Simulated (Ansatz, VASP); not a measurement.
# B6Pd in VASP and in Ansatz

```xyz
7
Lattice="0.0000 3.3480 3.3480 3.3480 0.0000 3.3480 3.3480 3.3480 0.0000" Properties=species:S:1:pos:R:3 pbc="T T T"
B     4.5781    3.3480    3.3480
B     2.1179    3.3480    3.3480
B     3.3480    4.5781    3.3480
B     3.3480    2.1179    3.3480
B     3.3480    3.3480    4.5781
B     3.3480    3.3480    2.1179
Pd    0.0000    0.0000    0.0000
```

Alike in both runs: functional PBE; k mesh 6 × 6 × 6; occupations gaussian, width 0.1 eV; no spin polarisation.

Ansatz relaxed the structure, and its values are those at the end. VASP's run is a single point on that final structure, the one shown.

|  | VASP | Ansatz |
| --- | --- | --- |
| version | VASP 6.6.1 | Ansatz 0.2.0 |
| potentials or method | VASP PAW PBE potentials, release 64 (B, Pd), cutoff 520 eV | scalar-relativistic, plane waves, PAW |
| valence electrons in the cell | 28 | 36 |

```tsv
	VASP	Ansatz	Ansatz less VASP
gap on the k mesh at the Fermi level (eV)	none	none	-
pressure (GPa)	0.3	0.2	-0.05
rms of the force components (eV/Å)	0.011	0.002	-0.0098
```

A gap of «none» marks a metal or a gap that the smearing closes. VASP's potentials hold 28 valence electrons a cell and Ansatz's 36, so a difference there can come from the potentials and not from the codes.
